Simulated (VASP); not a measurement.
# Mo (Im-3m) in VASP: further runs

The runs below take Mo through single point, with PBE.

Program: VASP 6.6.1. These are calculated values, not measurements. Logs are shortened: lines on timing, memory, paths and dates and some standing lists are left out, and cuts for length are marked.

### 1 The cell of the first run

The structure is cubic, space group Im-3m (No. 229). The conventional cell has a = 2.995 Å, b = 2.995 Å, c = 2.995 Å, α = 90.00°, β = 90.00°, γ = 90.00°. Within 3.4 Å of Mo (site symmetry m-3m) lie 14 Mo at 2.59 to 2.99 Å.

### 2 Single point, PBE (13.43 Å³/atom)

File INCAR:

```
PREC     = Accurate       # precision mode
ENCUT    = 520            # plane-wave cutoff, eV
EDIFF    = 1E-6           # SCF threshold, eV
ISMEAR   = -1             # smearing method
SIGMA    = 0.08           # smearing width, eV
LREAL    = False          # projectors in reciprocal space
LASPH    = True           # aspherical terms in the spheres
NELM     = 60             # most SCF steps
ALGO     = Normal         # electronic algorithm
ISIF     = 2              # what is computed and relaxed
LWAVE    = False          # write WAVECAR
LCHARG   = False          # write CHGCAR
GGA      = PE             # functional
NBANDS   = 13             # bands
```

File KPOINTS:

```
regular mesh
0
Gamma
  17 17 17
```

File POSCAR:

```
Mo
1.0
   -1.4973038797      1.4973038797      1.4973038797
    1.4973038797     -1.4973038797      1.4973038797
    1.4973038797      1.4973038797     -1.4973038797
Mo
1
Direct
    0.0000000000      0.0000000000      0.0000000000
```

Potentials or basis: VASP PAW PBE potentials, release 64 (Mo_sv).

Command:

```bash
cat potpaw_PBE.64/Mo_sv/POTCAR > POTCAR
mpirun -np 1 vasp_std > vasp.out
```

OUTCAR:

```text
PREC = Accurate
   ENCUT = 520
   EDIFF = 1E-6
   ISMEAR = -1
   LREAL = False
   LASPH = True
   NELM = 60
   ISIF = 2
   GGA = PE

 ion  position               nearest neighbor table
   1  0.000  0.000  0.000-

  LATTYP: Found a body centered cubic cell.
 ALAT       =     2.9946077594

  Lattice vectors:

 A1 = (  -1.4973038797,   1.4973038797,   1.4973038797)
 A2 = (   1.4973038797,  -1.4973038797,   1.4973038797)
 A3 = (   1.4973038797,   1.4973038797,  -1.4973038797)

Analysis of symmetry for initial positions (statically):
=====================================================================
 Subroutine PRICEL returns:
 Original cell was already a primitive cell.

 Routine SETGRP: Setting up the symmetry group for a
 body centered cubic supercell.

 Subroutine GETGRP returns: Found 48 space group operations
 (whereof 48 operations were pure point group operations)
 out of a pool of 48 trial point group operations.

The static configuration has the point symmetry O_h .

Analysis of symmetry for dynamics (positions and initial velocities):
=====================================================================
 Subroutine PRICEL returns:
 Original cell was already a primitive cell.

 Routine SETGRP: Setting up the symmetry group for a
 body centered cubic supercell.

 Subroutine GETGRP returns: Found 48 space group operations
 (whereof 48 operations were pure point group operations)
 out of a pool of 48 trial point group operations.

The dynamic configuration has the point symmetry O_h .

 Subroutine INISYM returns: Found 48 space group operations
 (whereof 48 operations are pure point group operations),
 and found     1 'primitive' translations

----------------------------------------------------------------------------------------

                                     Primitive cell

  volume of cell :      13.4273

  direct lattice vectors                    reciprocal lattice vectors
    -1.497303880  1.497303880  1.497303880     0.000000000  0.333933550  0.333933550
     1.497303880 -1.497303880  1.497303880     0.333933550  0.000000000  0.333933550
     1.497303880  1.497303880 -1.497303880     0.333933550  0.333933550  0.000000000

  length of vectors
     2.593406394  2.593406394  2.593406394     0.472253355  0.472253355  0.472253355

  position of ions in fractional coordinates (direct lattice)
     0.000000000  0.000000000  0.000000000

  ion indices of the primitive-cell ions
   primitive index   ion index
                 1           1

----------------------------------------------------------------------------------------

 KPOINTS: regular mesh

Automatic generation of k-mesh.
 Grid dimensions read from file:
 generate k-points for:   17   17   17

 Generating k-lattice:

  Cartesian coordinates                     Fractional coordinates (reciprocal lattice)
     0.000000000  0.019643150  0.019643150     0.058823529  0.000000000  0.000000000
     0.019643150  0.000000000  0.019643150     0.000000000  0.058823529  0.000000000
     0.019643150  0.019643150  0.000000000     0.000000000  0.000000000  0.058823529

  Length of vectors
     0.027779609  0.027779609  0.027779609

  Shift w.r.t. Gamma in fractional coordinates (k-lattice)
     0.000000000  0.000000000  0.000000000

 Subroutine IBZKPT returns following result:
 ===========================================

 Found    165 irreducible k-points:

 Following reciprocal coordinates:
            Coordinates               Weight
  0.000000  0.000000  0.000000      1.000000
  0.058824  0.000000  0.000000     12.000000
  0.117647  0.000000  0.000000     12.000000
  0.176471  0.000000  0.000000     12.000000
  0.235294  0.000000  0.000000     12.000000
  0.294118  0.000000  0.000000     12.000000
[... 16 lines left out ...]
  0.411765  0.117647  0.000000     48.000000
  0.176471  0.176471  0.000000     24.000000
 [... further k-points ...]
   k-points           NKPTS =    165   k-points in BZ     NKDIM =    165   number of bands    NBANDS=     13
   number of dos      NEDOS =    301   number of ions     NIONS =      1
   total plane-waves  NPLWV =   8000
   dimension x,y,z NGX =    20 NGY =   20 NGZ =   20
   dimension x,y,z NGXF=    40 NGYF=   40 NGZF=   40
   ions per type =               1
   NGX,Y,Z   is equivalent  to a cutoff of  12.82, 12.82, 12.82 a.u.
   NGXF,Y,Z  is equivalent  to a cutoff of  25.64, 25.64, 25.64 a.u.
 SYSTEM =  unknown system
   PREC   = accura    normal or accurate (medium, high low for compatibility)
   ISTART =      0    job   : 0-new  1-cont  2-samecut
   ICHARG =      2    charge: 1-file 2-atom 10-const
   ISPIN  =      1    spin polarized calculation?
   LNONCOLLINEAR =      F non collinear calculations
   LSORBIT =      F    spin-orbit coupling
   LASPH  =      T    aspherical Exc in radial PAW
   ENCUT  =  520.0 eV  38.22 Ry    6.18 a.u.   4.82  4.82  4.82*2*pi/ulx,y,z
   NELM   =     60;   NELMIN=  2; NELMDL= -5     # of ELM steps
   EDIFF  = 0.1E-05   stopping-criterion for ELM
   LREAL  =      F    real-space projection
   EDIFFG = 0.1E-04   stopping-criterion for IOM
   NSW    =      0    number of steps for IOM
   IBRION =     -1    ionic relax: 0-MD 1-quasi-New 2-CG
   NFREE  =      0    steps in history (QN), initial steepest desc. (CG)
   ISIF   =      2    stress and relaxation
   ISYM   =      2    0-nonsym 1-usesym 2-fastsym
   POTIM  = 0.5000    time-step for ionic-motion
   TEBEG  =    0.0;   TEEND  =   0.0 temperature during run
   PSTRESS=    0.0 pullay stress
   NELECT =      14.0000    total number of electrons
   NUPDOWN=      -1.0000    fix difference up-down
   EMIN   =  10.00;   EMAX   =-10.00  energy-range for DOS
   EFERMI =   0.00;   METHOD = LEGACY
   ISMEAR =    -1;   SIGMA  =   0.08  broadening in eV -4-tet -1-fermi 0-gaus
   EFERMI_NEDOS =   21; number of points for ismear=-14 and -15
   IALGO  =     38    algorithm
   IMIX   =      4    mixing-type and parameters
     AMIX     =   0.40;   BMIX     =  1.00
     AMIX_MAG =   1.60;   BMIX_MAG =  1.00
  volume/ion in A,a.u.               =      13.43        90.61
  Fermi-wavevector in a.u.,A,eV,Ry     =   1.660049  3.137038 37.494426  2.755763
  Thomas-Fermi vector in A             =   2.747352
   LORBIT       =      0    0 simple, 1 ext, 2 COOP (PROOUT), +10 PAW based schemes
   GGA     = PE    functional components
   LHFCALC =     F    Hartree Fock is set to
   AEXX    =    0.0000 exact exchange contribution
   IVDW    =     0    specifies the selected vdW correction
   LEPSILON=     F    determine dielectric tensor
   LRPA    =     F    only Hartree local field effects (RPA)
 non-spin polarized calculation
  energy-cutoff  :      520.00
  volume of cell :       13.43
 maximum number of plane-waves:       370
   NGX =  9   NGY =  9   NGZ =  9

 number of electron      14.0000002 magnetization

 Free energy of the ion-electron system (eV)
  ---------------------------------------------------
  ext. energy  EPLUGINS =         0.00000000
  ---------------------------------------------------
  free energy    TOTEN  =       -10.55153952 eV

  energy without entropy =      -10.53825688  energy(sigma->0) =      -10.54489820

 E-fermi :  15.3084     XC(G=0): -14.2688

 val. band max:       15.3065147771   @ k =  -0.2941   0.3529   0.2353
 cond. band min:      15.3415068764   @ k =  -0.1765   0.2353   0.0588
 fundamental gap:      0.0349920993
 Fermi energy:        15.3084203305

 k-point     1 :       0.0000    0.0000    0.0000
  band No.  band energies     occupation
      1     -46.1699      2.00000
      2     -18.9820      2.00000
      3     -18.9820      2.00000
      4     -18.9820      2.00000
      5       7.5477      2.00000
      6      13.5018      2.00000
      7      13.5018      2.00000
      8      13.5018      2.00000
      9      17.1317      0.00000
     10      17.1317      0.00000
     11      30.2049      0.00000
     12      30.2049      0.00000
     13      30.2049      0.00000

 k-point     2 :       0.0588    0.0000    0.0000
  band No.  band energies     occupation
      1     -46.1543      2.00000
      2     -19.0646      2.00000
      3     -19.0067      2.00000
      4     -18.9829      2.00000
      5       7.7314      2.00000
      6      13.3911      2.00000
      7      13.4833      2.00000
      8      13.6783      2.00000
      9      16.9561      0.00000
     10      17.1315      0.00000
     11      30.3587      0.00000
     12      30.5151      0.00000
     13      30.6388      0.00000

 k-point     3 :       0.1176    0.0000    0.0000
  band No.  band energies     occupation
      1     -46.1092      2.00000
      2     -19.2979      2.00000
      3     -19.0768      2.00000
      4     -18.9856      2.00000
      5       8.2415      2.00000
      6      13.0889      2.00000
      7      13.4046      2.00000
      8      14.1998      2.00000
      9      16.5991      0.00000
     10      17.1414      0.00000
     11      30.7379      0.00000
     12      31.4141      0.00000
     13      31.7282      0.00000

 k-point     4 :       0.1765    0.0000    0.0000
  band No.  band energies     occupation
      1     -46.0402      2.00000
      2     -19.6424      2.00000
      3     -19.1817      2.00000
      4     -18.9898      2.00000
      5       8.9327      2.00000
      6      12.6662      2.00000
      7      13.2775      2.00000
      8      15.0409      1.93177
      9      16.3795      0.00000
     10      17.1856      0.00000
     11      31.0519      0.00000
     12      32.8232      0.00000
     13      32.8917      0.00000

 k-point     5 :       0.2353    0.0000    0.0000
  band No.  band energies     occupation
      1     -45.9559      2.00000
      2     -20.0443      2.00000
      3     -19.3058      2.00000
      4     -18.9949      2.00000
      5       9.4920      2.00000
      6      12.2028      2.00000
      7      13.3667      2.00000
      8      16.1574      0.00005
      9      16.4458      0.00000
     10      17.2875      0.00000
     11      30.8307      0.00000
     12      33.2828      0.00000
     13      34.6481      0.00000
[... 257 lines left out ...]
 k-point    22 :       0.3529    0.1176    0.0000
  band No.  band energies     occupation
      1     -45.7071      2.00000
      2     -20.9900      2.00000
      3     -19.7190      2.00000
      4     -19.1143      2.00000
      5       9.5692      2.00000
      6      11.3042      2.00000
      7      15.0237      1.94466
      8      17.0153      0.00000
      9      18.3780      0.00000
     10      21.3920      0.00000
     11      28.7145      0.00000
     12      30.0544      0.00000
     13      34.8403      0.00000

 k-point    23 :       0.4118    0.1176    0.0000
  band No.  band energies     occupation
      1     -45.6761      2.00000
      2     -21.1042      2.00000
      3     -19.7751      2.00000
      4     -19.1177      2.00000
      5       9.4010      2.00000
      6      11.1941      2.00000
      7      15.5948      0.05425
      8      17.0803      0.00000
      9      18.7281      0.00000
     10      22.2688      0.00000
     11      28.3031      0.00000
     12      29.1376      0.00000
     13      34.0443      0.00000

 k-point    24 :       0.1765    0.1765    0.0000
  band No.  band energies     occupation
      1     -45.8476      2.00000
      2     -20.4197      2.00000
      3     -19.4618      2.00000
      4     -19.1353      2.00000
      5      10.3742      2.00000
      6      12.0180      2.00000
      7      12.6271      2.00000
      8      16.0804      0.00013
      9      17.8986      0.00000
     10      18.5589      0.00000
     11      31.2113      0.00000
     12      32.3741      0.00000
     13      35.0277      0.00000

 [... further k-points ...]

------------------------ aborting loop because EDIFF is reached ----------------------------------------

  FORCE on cell =-STRESS in cart. coord.  units (eV):
  Direction    XX          YY          ZZ          XY          YZ          ZX
  --------------------------------------------------------------------------------------
  -------------------------------------------------------------------------------------
  Total        5.0163738      5.0163738      5.0163738      0.0000000      0.0000000      0.0000000
  in kB      598.5640559    598.5640559    598.5640559      0.0000000      0.0000000      0.0000000
  external PRESSURE =     598.5640559 kB  Pullay stress =       0.0000000 kB

 VOLUME and BASIS-vectors are now :
 -----------------------------------------------------------------------------
  energy-cutoff  :      520.00
  volume of cell :       13.43
      direct lattice vectors                 reciprocal lattice vectors
    -1.497303880  1.497303880  1.497303880     0.000000000  0.333933550  0.333933550
     1.497303880 -1.497303880  1.497303880     0.333933550  0.000000000  0.333933550
     1.497303880  1.497303880 -1.497303880     0.333933550  0.333933550  0.000000000

 POSITION                                       TOTAL-FORCE (eV/Angst)
 -----------------------------------------------------------------------------------
      0.00000      0.00000      0.00000         0.000000      0.000000      0.000000
 -----------------------------------------------------------------------------------
    total drift:                                0.000000     -0.000000     -0.000000

  FREE ENERGIE OF THE ION-ELECTRON SYSTEM (eV)
  ---------------------------------------------------
  free  energy   TOTEN  =       -10.5515395162 eV

  energy  without entropy=      -10.5382568824  energy(sigma->0) =      -10.54489820
```

It took 15 s on 1 thread of AMD EPYC 9R14 (Zen 4), shared host; peak memory 0.11 GiB.

What came out:

* Free energy: -10.5515 eV
* Pressure: 59.9 GPa
* Band gap on the k mesh: zero (bands 7 and 8 overlap by 6.32 eV)

Caveat: the cell stands under pressure.

(Continued in part 2 of 2.)
